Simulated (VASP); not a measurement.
Wanted: the native input for a VASP 6.6.1 run.

```
Task                   : single point
Functional             : PBEsol
Potentials or basis    : VASP PAW PBE potentials, release 64 (Rh_pv)
Cutoff                 : 500 eV
k mesh                 : 11 × 11 × 3
Occupations            : methfessel-paxton, width 0.15 eV
Spin                   : no spin polarisation
Dipole correction      : no
Further INCAR settings : ALGO = Normal; EDIFF = 1e-06; NBANDS = 38
```

The structure of Rh lies in POSCAR:

```
Rh
1.0
    2.6917400000      0.0000000000      0.0000000000
   -1.3458700000      2.3311200000      0.0000000000
    0.0000000000      0.0000000000      8.7980700000
Rh
4
Direct
    0.0000000000      0.0000000000      0.0000000000
    0.3333333333      0.6666666667      0.2500000000
    0.0000000000      0.0000000000      0.5000000000
    0.6666666667      0.3333333333      0.7500000000
```

This isn't the form of Rh at room conditions, which is fcc.

One way to write it, as run:

INCAR

```
PREC     = Accurate       # precision mode
ENCUT    = 500            # plane-wave cutoff, eV
EDIFF    = 1E-6           # SCF threshold, eV
ISMEAR   = 1              # smearing method
SIGMA    = 0.15           # smearing width, eV
LREAL    = F              # projectors in reciprocal space
LASPH    = T              # aspherical terms in the spheres
NELM     = 120            # most SCF steps
ALGO     = Normal         # electronic algorithm
ISIF     = 2              # what is computed and relaxed
LWAVE    = F              # write WAVECAR
LCHARG   = F              # write CHGCAR
GGA      = PS             # functional
NBANDS   = 38             # bands
GGA_COMPAT= F
```

KPOINTS

```
Automatic mesh
0
Gamma
  11 11 3
```

Potentials or basis: VASP PAW PBE potentials, release 64 (Rh_pv).

Command:

```bash
$ cat potpaw_PBE.64/Rh_pv/POTCAR > POTCAR
$ mpirun -np 1 vasp_std > vasp.out
```

Results of the run:

* Pressure: -5.7 GPa
* Band gap on the k mesh: zero (bands 30 and 31 overlap by 1.64 eV)

Caveat: the cell stands under tension; the PAW data sets were made with another functional, which shifts forces and pressure a little.

Run time: 67 s on 1 thread of AMD EPYC 7R13, on a shared host, peak memory 0.16 GiB.
